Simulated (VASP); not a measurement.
A run of VASP 6.6.1 is set up as follows.

The input INCAR:

```
SYSTEM = NbMo7S16
PREC = Accurate
ENCUT = 520
EDIFF = 1E-6
ISMEAR = 0
SIGMA = 0.05
LREAL = Auto
LASPH = .True.
NELM = 150
ALGO = Normal
ISIF = 2
LWAVE = .False.
LCHARG = .False.
ISPIN = 2
MAGMOM = 0.9 0 0 0 0 0 0 0 0 0 0 0 0 0 0 0 0 0 0 0 0 0 0 0
LORBIT = 11
NUPDOWN = 0.9
LMAXMIX = 4
GGA = PS
NBANDS = 126
LUSENCCL = .False.
```

File KPOINTS:

```
Automatic mesh
0
Gamma
  3 3 2
  0 0 0
```

File POSCAR:

```
NbMo7S16
1.0
    6.3379961000      0.0000000000      0.0000000000
   -3.1689980000      5.4888656000      0.0000000000
    0.0000000000      0.0000000000     12.3240000000
Nb Mo S
1 7 16
Direct
    0.1665692746      0.3326280233      0.2500082311
    0.1677609785      0.8332240000      0.2500088947
    0.6659727774      0.3314379418      0.2500099635
    0.6659752872      0.8332218572      0.2500096513
    0.3337309504      0.1661954311      0.7499741548
    0.3337233702      0.6662631292      0.7499739098
    0.8336550174      0.1661918978      0.7499737832
    0.8337061637      0.6662166089      0.7499735588
    0.1670369216      0.3328823351      0.6243816613
    0.1670811604      0.8329077539      0.6243734596
    0.6670209431      0.3328438723      0.6243725833
    0.6670133908      0.8329004714      0.6243738882
    0.3358608353      0.1633359557      0.1226984505
    0.3358615018      0.6712096595      0.1226995369
    0.8279856904      0.1633359137      0.1227001261
    0.8332363548      0.6659635908      0.1250931696
    0.1670368660      0.3328826876      0.8755662185
    0.1670818024      0.8329080978      0.8755748550
    0.6670212659      0.3328440845      0.8755752231
    0.6670134301      0.8329007932      0.8755730151
    0.3358589651      0.1633356338      0.3773193429
    0.3358598864      0.6712077572      0.3773180934
    0.8279869443      0.1633363642      0.3773186148
    0.8332360193      0.6659631401      0.3749249928
```

Potentials or basis: VASP PAW PBE potentials, release 64 (Nb_sv, Mo_sv, S).

Launch:

```console
$ cat potpaw_PBE.64/Nb_sv/POTCAR potpaw_PBE.64/Mo_sv/POTCAR potpaw_PBE.64/S/POTCAR > POTCAR
$ mpirun -np 1 vasp_std > vasp.out
```

Q: Estimate the largest force.

A: 0.104 eV/Å.

Q: What does it give for the pressure?

A: -0.4 GPa.

Forces on the atoms (eV/Å):
```
Nb   0.000 -0.001  0.000
Mo   0.046  0.027  0.000
Mo   0.000 -0.053  0.000
Mo  -0.047  0.027  0.000
Mo  -0.002  0.001  0.000
Mo   0.000 -0.002  0.000
Mo   0.002  0.001  0.000
Mo   0.000  0.000  0.000
S    0.001  0.000 -0.007
S    0.003  0.001 -0.008
S    0.001 -0.003 -0.008
S   -0.001  0.001 -0.008
S   -0.017  0.010  0.102
S   -0.001 -0.018  0.102
S    0.016  0.010  0.102
S    0.000  0.000  0.061
S    0.001 -0.001  0.006
S    0.002  0.000  0.008
S    0.000 -0.003  0.007
S   -0.001  0.000  0.008
S   -0.017  0.010 -0.102
S   -0.001 -0.018 -0.102
S    0.016  0.010 -0.102
S    0.000  0.000 -0.060
```

Caveat: the k points lie up to 0.38 Å⁻¹ apart; the PAW data sets were made with another functional, which shifts forces and pressure a little; the total moment is fixed, so each spin has its own Fermi level and the state may be an excited one.
